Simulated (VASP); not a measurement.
# AlNi (Cm) in VASP: a series of runs

The runs below take AlNi through single point, with PBE.

Everything below comes from runs of VASP 6.6.1. Logs are shortened: lines on timing, memory, paths and dates and some standing lists are left out, and cuts for length are marked.

**1. The cell of the first run**

It takes space group Cm (No. 8, monoclinic). Conventional cell: a = 4.091 Å, b = 4.091 Å, c = 11.898 Å, α = 90.00°, β = 93.29°, γ = 90.00°. Within 3.3 Å of Al (site symmetry m) lie 8 Ni at 2.51 Å and 5 Al at 2.89 Å. Within 3.3 Å of Al (site symmetry m) lie 4 Ni at 2.51 Å and 5 Al at 2.89 Å. Al (site symmetry m) has 8 Ni at 2.51 Å and 6 Al at 2.89 Å within 3.3 Å. Within 3.3 Å of Ni (site symmetry m) lie 4 Al at 2.51 Å and 5 Ni at 2.89 Å. Within 3.3 Å of Ni (site symmetry m) lie 8 Al at 2.51 Å and 5 Ni at 2.89 Å. Ni (site symmetry m) has 8 Al at 2.51 Å and 6 Ni at 2.89 Å within 3.3 Å.

**2. Single point, PBE**

Contents of INCAR:

```
PREC = Accurate
ENCUT = 520
EDIFF = 1E-6
ISMEAR = 0
SIGMA = 0.15
LREAL = False
LASPH = True
NELM = 80
ALGO = Fast
ISIF = 2
LWAVE = False
LCHARG = False
GGA = PE
NBANDS = 28
```

Contents of KPOINTS:

```
Automatic mesh
0
Gamma
  15 15 5
```

Contents of POSCAR:

```
AlNi
1.0
    0.0000000000     -2.8927237813      0.0000000000
    0.0000000000      0.0000000000     -2.8927237813
   11.8781713440     -0.4821206302     -0.4821206302
Al Ni
3 3
Direct
    0.9086752172     -0.0913247828      0.5479486968
    0.9898528019     -0.0101471981      0.0608831885
    0.9492640096     -0.0507359904      0.3044159427
    0.3883808210      0.3883808210      0.6697150738
    0.4695584057      0.4695584057      0.1826495656
    0.4289696134      0.4289696134      0.4261823197
```

Potentials or basis: VASP PAW PBE potentials, release 64 (Al, Ni).

Started as:

```sh
cat potpaw_PBE.64/Al/POTCAR potpaw_PBE.64/Ni/POTCAR > POTCAR
mpirun -np 1 vasp_std > vasp.out
```

OUTCAR:

```text
PREC = Accurate
   ENCUT = 520
   EDIFF = 1E-6
   ISMEAR = 0
   LREAL = False
   LASPH = True
   NELM = 80
   ISIF = 2
   GGA = PE

 ion  position               nearest neighbor table
   1  0.909  0.909  0.548-   4 2.51   4 2.51   4 2.51   4 2.51   6 2.51   6 2.51   6 2.51   6 2.51
                             3 2.89
   2  0.990  0.990  0.061-   5 2.51   5 2.51   5 2.51   5 2.51   3 2.89
   3  0.949  0.949  0.304-   6 2.51   6 2.51   6 2.51   6 2.51   5 2.51   5 2.51   5 2.51   5 2.51
                             1 2.89   2 2.89
   4  0.388  0.388  0.670-   1 2.51   1 2.51   1 2.51   1 2.51   6 2.89
   5  0.470  0.470  0.183-   3 2.51   2 2.51   3 2.51   3 2.51   2 2.51   2 2.51   2 2.51   3 2.51
                             6 2.89
   6  0.429  0.429  0.426-   3 2.51   3 2.51   3 2.51   3 2.51   1 2.51   1 2.51   1 2.51   1 2.51
                             5 2.89   4 2.89

  LATTYP: Found a base centered monoclinic cell.
 ALAT       =     4.0909292037
 B/A-ratio  =     1.0000000000
 C/A-ratio  =     2.9083182214
 COS(beta)  =    -0.0573068880

  Lattice vectors:

 A1 = (   0.0000000000,   2.8927237813,   0.0000000000)
 A2 = (   0.0000000000,   0.0000000000,   2.8927237813)
 A3 = (  11.8781713440,  -0.4821206302,  -0.4821206302)

Analysis of symmetry for initial positions (statically):
=====================================================================
 Subroutine PRICEL returns:
 Original cell was already a primitive cell.

 Routine SETGRP: Setting up the symmetry group for a
 base centered monoclinic supercell.

 Subroutine GETGRP returns: Found  2 space group operations
 (whereof  2 operations were pure point group operations)
 out of a pool of  4 trial point group operations.

The static configuration has the point symmetry C_1h.

Analysis of symmetry for dynamics (positions and initial velocities):
=====================================================================
 Subroutine PRICEL returns:
 Original cell was already a primitive cell.

 Routine SETGRP: Setting up the symmetry group for a
 base centered monoclinic supercell.

 Subroutine GETGRP returns: Found  2 space group operations
 (whereof  2 operations were pure point group operations)
 out of a pool of  4 trial point group operations.

The dynamic configuration has the point symmetry C_1h.

 Subroutine INISYM returns: Found  2 space group operations
 (whereof  2 operations are pure point group operations),
 and found     1 'primitive' translations

----------------------------------------------------------------------------------------

                                     Primitive cell

  volume of cell :      99.3948

  direct lattice vectors                    reciprocal lattice vectors
     0.000000000 -2.892723781  0.000000000    -0.014031341 -0.345694949  0.000000000
     0.000000000  0.000000000 -2.892723781    -0.014031341  0.000000000 -0.345694949
    11.878171344 -0.482120630 -0.482120630     0.084188043  0.000000000  0.000000000

  length of vectors
     2.892723781  2.892723781 11.897723945     0.345979589  0.345979589  0.084188043

  position of ions in fractional coordinates (direct lattice)
     0.908675217  0.908675217  0.547948697
     0.989852802  0.989852802  0.060883189
     0.949264010  0.949264010  0.304415943
     0.388380821  0.388380821  0.669715074
     0.469558406  0.469558406  0.182649566
     0.428969613  0.428969613  0.426182320

  ion indices of the primitive-cell ions
   primitive index   ion index
                 1           1
                 2           2
                 3           3
                 4           4
                 5           5
                 6           6

----------------------------------------------------------------------------------------

 KPOINTS: Automatic mesh

Automatic generation of k-mesh.
 Grid dimensions read from file:
 generate k-points for:   15   15    5

 Generating k-lattice:

  Cartesian coordinates                     Fractional coordinates (reciprocal lattice)
    -0.000935423 -0.023046330  0.000000000     0.066666667  0.000000000  0.000000000
    -0.000935423  0.000000000 -0.023046330     0.000000000  0.066666667  0.000000000
     0.016837609  0.000000000  0.000000000     0.000000000  0.000000000  0.200000000

  Length of vectors
     0.023065306  0.023065306  0.016837609

  Shift w.r.t. Gamma in fractional coordinates (k-lattice)
     0.000000000  0.000000000  0.000000000

 Subroutine IBZKPT returns following result:
 ===========================================

 Found    304 irreducible k-points:

 Following reciprocal coordinates:
            Coordinates               Weight
  0.000000  0.000000  0.000000      1.000000
  0.066667  0.000000  0.000000      4.000000
  0.133333  0.000000  0.000000      4.000000
  0.200000  0.000000  0.000000      4.000000
  0.266667  0.000000  0.000000      4.000000
  0.333333  0.000000 -0.000000      4.000000
[... 16 lines left out ...]
[... 70 lines left out ...]

 E-fermi :   6.1486     XC(G=0): -10.0356

 val. band max:        6.1471359438   @ k =  -0.1333   0.4667   0.2000
 cond. band min:       6.1527661555   @ k =   0.4000   0.0667   0.2000
 fundamental gap:      0.0056302117
 Fermi energy:         6.1486134043

 k-point     1 :       0.0000    0.0000    0.0000
  band No.  band energies     occupation
      1      -4.4748      2.00000
      2      -3.1816      2.00000
      3      -1.3700      2.00000
      4       0.9152      2.00000
      5       2.5202      2.00000
      6       3.0468      2.00000
[... 20 lines left out ...]
     27      14.2589      0.00000
     28      14.5853      0.00000

 k-point     2 :       0.0667    0.0000    0.0000
  band No.  band energies     occupation
      1      -4.3943      2.00000
      2      -3.1036      2.00000
      3      -1.3023      2.00000
      4       0.9853      2.00000
      5       2.5596      2.00000
      6       3.0490      2.00000
[... 20 lines left out ...]
     27      13.6406      0.00000
     28      14.7363      0.00000

 k-point     3 :       0.1333    0.0000    0.0000
  band No.  band energies     occupation
      1      -4.1537      2.00000
      2      -2.8707      2.00000
      3      -1.1019      2.00000
      4       1.1920      2.00000
      5       2.6698      2.00000
      6       3.0386      2.00000
[... 20 lines left out ...]
     27      13.8790      0.00000
     28      14.7358      0.00000

 k-point     4 :       0.2000    0.0000    0.0000
  band No.  band energies     occupation
      1      -3.7564      2.00000
      2      -2.4872      2.00000
      3      -0.7772      2.00000
      4       1.5224      2.00000
      5       2.8214      2.00000
      6       2.9596      2.00000
[... 20 lines left out ...]
     27      13.2876      0.00000
     28      14.3299      0.00000

 k-point     5 :       0.2667    0.0000    0.0000
  band No.  band energies     occupation
      1      -3.2080      2.00000
      2      -1.9606      2.00000
      3      -0.3453      2.00000
      4       1.9476      2.00000
      5       2.6688      2.00000
      6       2.9710      2.00000
[... 20 lines left out ...]
     27      13.6178      0.00000
     28      13.9151      0.00000

 k-point     6 :       0.3333    0.0000   -0.0000
  band No.  band energies     occupation
      1      -2.5178      2.00000
      2      -1.3041      2.00000
      3       0.1615      2.00000
      4       2.0924      2.00000
      5       2.4030      2.00000
      6       2.7136      2.00000
[... 463 lines left out ...]
      5       2.7054      2.00000
      6       3.0507      2.00000
[... 20 lines left out ...]
     27      12.9079      0.00000
     28      14.6448      0.00000

 k-point    22 :      -0.0667    0.0667    0.0000
  band No.  band energies     occupation
      1      -4.3140      2.00000
      2      -3.0257      2.00000
      3      -1.2351      2.00000
      4       1.0552      2.00000
      5       2.5980      2.00000
      6       3.0536      2.00000
[... 20 lines left out ...]
     27      13.3429      0.00000
     28      14.9117      0.00000

 k-point    23 :       0.1333    0.1333    0.0000
  band No.  band energies     occupation
      1      -3.8360      2.00000
      2      -2.5639      2.00000
      3      -0.8388      2.00000
      4       1.4576      2.00000
      5       2.8053      2.00000
      6       3.0714      2.00000
[... 20 lines left out ...]
     27      12.0458      0.00000
     28      13.5925      0.00000

 k-point    24 :       0.2000    0.1333   -0.0000
  band No.  band energies     occupation
      1      -3.4433      2.00000
      2      -2.1859      2.00000
      3      -0.5213      2.00000
      4       1.7713      2.00000
      5       2.9298      2.00000
      6       3.0457      2.00000
[... 20 lines left out ...]
     27      11.8441      0.00000
     28      13.3780      0.00000

 [... further k-points ...]
[... 5 lines left out ...]
  --------------------------------------------------------------------------------------
  -------------------------------------------------------------------------------------
  Total       -1.3769625     -3.0901722     -3.0901722     -0.0056759      0.0001984     -0.0056759
  in kB      -22.1957170    -49.8115149    -49.8115149     -0.0914913      0.0031977     -0.0914914
  external PRESSURE =     -40.6062489 kB  Pullay stress =       0.0000000 kB

 VOLUME and BASIS-vectors are now :
 -----------------------------------------------------------------------------
  energy-cutoff  :      520.00
  volume of cell :       99.39
      direct lattice vectors                 reciprocal lattice vectors
     0.000000000 -2.892723781  0.000000000    -0.014031341 -0.345694949  0.000000000
     0.000000000  0.000000000 -2.892723781    -0.014031341  0.000000000 -0.345694949
    11.878171344 -0.482120630 -0.482120630     0.084188043  0.000000000  0.000000000

 POSITION                                       TOTAL-FORCE (eV/Angst)
 -----------------------------------------------------------------------------------
      6.50863     -2.89272     -2.89272         0.946249     -0.000226     -0.000226
      0.72318     -2.89272     -2.89272         0.129905     -0.000780     -0.000780
      3.61590     -2.89272     -2.89272         0.070975      0.000260      0.000260
      7.95499     -1.44636     -1.44636        -0.581940      0.001474      0.001474
      2.16954     -1.44636     -1.44636        -0.373828     -0.000681     -0.000681
      5.06227     -1.44636     -1.44636        -0.191362     -0.000048     -0.000048
 -----------------------------------------------------------------------------------
    total drift:                               -0.000808     -0.001010     -0.001010

  FREE ENERGIE OF THE ION-ELECTRON SYSTEM (eV)
  ---------------------------------------------------
  free  energy   TOTEN  =       -29.2116779202 eV

  energy  without entropy=      -29.1679649937  energy(sigma->0) =      -29.18982146
```

It took 7 min on 1 thread of Intel Xeon 6975P-C (Granite Rapids), shared host; peak memory 0.74 GiB.

What came out:

| Property | Result |
| --- | --- |
| Free energy | -29.2117 eV |
| Pressure | -4.1 GPa |
| Largest force | 0.946 eV/Å |

Forces on the atoms (eV/Å):
```
Al   0.946  0.000  0.000
Al   0.130 -0.001 -0.001
Al   0.071  0.000  0.000
Ni  -0.582  0.001  0.001
Ni  -0.374 -0.001 -0.001
Ni  -0.191  0.000  0.000
```

Stress tensor (GPa, compression positive):
```
-2.22 -0.01 -0.01
-0.01 -4.98  0.00
-0.01  0.00 -4.98
```

Levels at points of the mesh, in eV from the Fermi level:
```csv
k point,band 16,band 17,band 18,band 19,band 20,band 21,band 22,band 23
"(0.00, 0.00, 0.00)",-1.03,-0.87,-0.87,-0.58,-0.55,1.75,2.87,5.93
```

Spin polarisation is off, so any magnetic state and its effect on volume and gap are missing.

**3. Single point, PBE**

This run uses another cell than the first one, of 12.10 Å³/atom, 0.731 times its volume.

Contents of INCAR:

```
PREC = Accurate
ENCUT = 520
EDIFF = 1E-7
ISMEAR = 0
SIGMA = 0.15
LREAL = F
LASPH = T
NELM = 80
ALGO = Fast
ISIF = 2
LWAVE = F
LCHARG = F
GGA = PE
NBANDS = 28
```

Contents of KPOINTS:

```
regular mesh
0
Gamma
  15 15 5
```

Contents of POSCAR:

```
AlNi
1.0
    0.0000000000     -2.8927237813      0.0000000000
    0.0000000000      0.0000000000     -2.8927237813
    8.6781713440     -0.7231809453     -0.7231809453
Al Ni
3 3
Direct
    0.8125000000     -0.1875000000      0.7500000000
    0.9791666667     -0.0208333333      0.0833333333
    0.8958333333     -0.1041666667      0.4166666667
    0.2708333333      0.2708333333      0.9166666667
    0.4375000000      0.4375000000      0.2500000000
    0.3541666667      0.3541666667      0.5833333333
```

Potentials or basis: VASP PAW PBE potentials, release 64 (Al, Ni).

Started as:

```sh
cat potpaw_PBE.64/Al/POTCAR potpaw_PBE.64/Ni/POTCAR > POTCAR
mpirun -np 1 vasp_std > vasp.out
```

Run time: 17 min. Hardware: 1 thread of Intel Xeon Platinum 8259CL at 2.50GHz (Skylake/Cascade Lake), shared host; peak memory 0.58 GiB.

The run converged. Its results:

- Free energy: -28.8840 eV
- Pressure: 13.0 GPa
- Largest force: 10.594 eV/Å

Forces on the atoms (eV/Å):
```
Al   0.141 -0.183 -0.183
Al   8.140  4.650  4.650
Al  -0.046  0.039  0.039
Ni  -8.376 -4.586 -4.586
Ni   0.214  0.116  0.116
Ni  -0.073 -0.035 -0.035
```

Stress tensor (GPa, compression positive):
```
27.50 16.91 16.91
16.91  5.80  7.50
16.91  7.50  5.80
```

Levels at points of the mesh, in eV from the Fermi level:
| k point | band 17 | band 18 | band 19 | band 20 | band 21 | band 22 |
| --- | --- | --- | --- | --- | --- | --- |
| (0.00, 0.00, 0.00) | -1.47 | -1.43 | -0.49 | -0.11 | 5.39 | 5.78 |

Caveat: forces of over 1 eV/Å act on the atoms, so gaps and moduli don't describe the material at rest.

**4. Single point, PBE**

This run uses another cell than the first one, of 12.52 Å³/atom, 0.756 times its volume.

Contents of INCAR:

```
PREC = Accurate
ENCUT = 520
EDIFF = 1E-6
ISMEAR = 0
SIGMA = 0.15
LREAL = False
LASPH = True
NELM = 80
ALGO = Fast
ISIF = 2
LWAVE = False
LCHARG = False
GGA = PE
NBANDS = 28
```

Contents of KPOINTS:

```
Automatic mesh
0
Gamma
  15 15 5
```

Contents of POSCAR:

```
AlNi
1.0
    0.0000000000     -2.8927237813      0.0000000000
    0.0000000000      0.0000000000     -2.8927237813
    8.9781713440     -0.9642412604     -0.9642412604
Al Ni
3 3
Direct
    0.7583535942     -0.2416464058      0.7249392174
    0.9731503994     -0.0268496006      0.0805488019
    0.8657519968     -0.1342480032      0.4027440097
    0.2046543929      0.2046543929      0.8860368213
    0.4194511981      0.4194511981      0.2416464058
    0.3120527955      0.3120527955      0.5638416136
```

Started as:

```sh
cat potpaw_PBE.64/Al/POTCAR potpaw_PBE.64/Ni/POTCAR > POTCAR
mpirun -np 1 vasp_std > vasp.out
```

Run time: 13 min. Hardware: 1 thread of Intel Xeon Platinum 8259CL at 2.50GHz (Skylake/Cascade Lake), shared host; peak memory 0.59 GiB.

It converged, with:

```yaml
Free_energy: -29.4419 eV
Pressure: 7.9 GPa
Largest_force: 7.180 eV/Å
```

Forces in eV/Å, atoms in the order of the input:
```
Al   0.365 -0.138 -0.138
Al   5.957  2.162  2.162
Al  -0.021  0.027  0.027
Ni  -6.542 -2.093 -2.093
Ni   0.347  0.070  0.070
Ni  -0.106 -0.029 -0.029
```

Stress tensor (GPa, compression positive):
```
24.28  9.58  9.58
 9.58 -0.26  2.52
 9.58  2.52 -0.26
```

Levels at points of the mesh, in eV from the Fermi level:
```tsv
k point	band 17	band 18	band 19	band 20	band 21	band 22
(0.00, 0.00, 0.00)	-1.49	-1.16	-1.06	-0.20	4.68	5.96
```

Caveat: forces of over 1 eV/Å act on the atoms, so gaps and moduli don't describe the material at rest. Spin polarisation is off, so any magnetic state and its effect on volume and gap are missing.

**5. Single point, PBE**

Contents of INCAR:

```
SYSTEM = AlNi
  PREC = Accurate
  ENCUT = 520
  EDIFF = 1E-7
  ISMEAR = 0
  SIGMA = 0.15
  LREAL = .FALSE.
  LASPH = .TRUE.
  NELM = 60
  ALGO = Fast
  ISIF = 2
  LWAVE = .FALSE.
  LCHARG = .FALSE.
  GGA = PE
  NBANDS = 28
```

Contents of KPOINTS:

```
regular mesh
0
G
  15 15 5
  0 0 0
```

Contents of POSCAR:

```
AlNi
1.0
    0.0000000000     -2.8927237813      0.0000000000
    0.0000000000      0.0000000000     -2.8927237813
   11.8781713440     -0.2410603151     -0.2410603151
Al Ni
3 3
Direct
    0.9543376086     -0.0456623914      0.5479486968
    0.9949264010     -0.0050735990      0.0608831885
    0.9746320048     -0.0253679952      0.3044159427
    0.4441904105      0.4441904105      0.6697150738
    0.4847792029      0.4847792029      0.1826495656
    0.4644848067      0.4644848067      0.4261823197
```

Started as:

```sh
cat potpaw_PBE.64/Al/POTCAR potpaw_PBE.64/Ni/POTCAR > POTCAR
mpirun -np 1 vasp_std > vasp.out
```

Run time: 15 min. Hardware: 1 thread of Intel Xeon Platinum 8259CL at 2.50GHz (Skylake/Cascade Lake), shared host; peak memory 0.74 GiB.

Results (log left out):

| Property | Result |
| --- | --- |
| Free energy | -29.2112 eV |
| Pressure | -4.0 GPa |
| Largest force | 0.946 eV/Å |

Forces in eV/Å, atoms in the order of the input:
```
Al   0.946  0.000  0.000
Al   0.133 -0.001 -0.001
Al   0.072  0.000  0.000
Ni  -0.584  0.001  0.001
Ni  -0.375  0.000  0.000
Ni  -0.192  0.000  0.000
```

Stress tensor (GPa, compression positive):
```
-2.20 -0.01 -0.01
-0.01 -4.97  0.00
-0.01  0.00 -4.97
```

Levels at points of the mesh, in eV from the Fermi level:
| k point | band 17 | band 18 | band 19 | band 20 | band 21 | band 22 |
| --- | --- | --- | --- | --- | --- | --- |
| (0.00, 0.00, 0.00) | -0.87 | -0.87 | -0.58 | -0.54 | 1.75 | 2.87 |

Spin polarisation is off, so any magnetic state and its effect on volume and gap are missing.

**6. Overview**

| cell | further INCAR settings | gap on the mesh (eV) | pressure (GPa) | largest force (eV/Å) |
| --- | --- | --- | --- | --- |
| a = 2.893, b = 2.893, c = 11.898 Å, angles 87.7, 87.7, 90.0°, 6 atoms | ALGO = Fast; EDIFF = 1e-06; NBANDS = 28 | none | -4.1 | 0.95 |
| a = 2.893, b = 2.893, c = 8.738 Å, angles 85.3, 85.3, 90.0°, 6 atoms | ALGO = Fast; EDIFF = 1e-07; NBANDS = 28 | none | 13.0 | 10.59 |
| a = 2.893, b = 2.893, c = 9.081 Å, angles 83.9, 83.9, 90.0°, 6 atoms | ALGO = Fast; EDIFF = 1e-06; NBANDS = 28 | none | 7.9 | 7.18 |
| a = 2.893, b = 2.893, c = 11.883 Å, angles 88.8, 88.8, 90.0°, 6 atoms | ALGO = Fast; EDIFF = 1e-07; NBANDS = 28 | none | -4.0 | 0.95 |

Alike in all rows: task single point; level PBE; potentials or basis VASP PAW PBE potentials, release 64 (Al, Ni); no spin polarisation; k mesh 15 × 15 × 5; cutoff (eV) 520; smearing gaussian 0.15 eV.

Caveats: forces of over 1 eV/Å act on the atoms, so gaps and moduli don't describe the material at rest (some runs).

Total energies depend on the potentials used, so only differences within one code and one set of settings carry meaning.
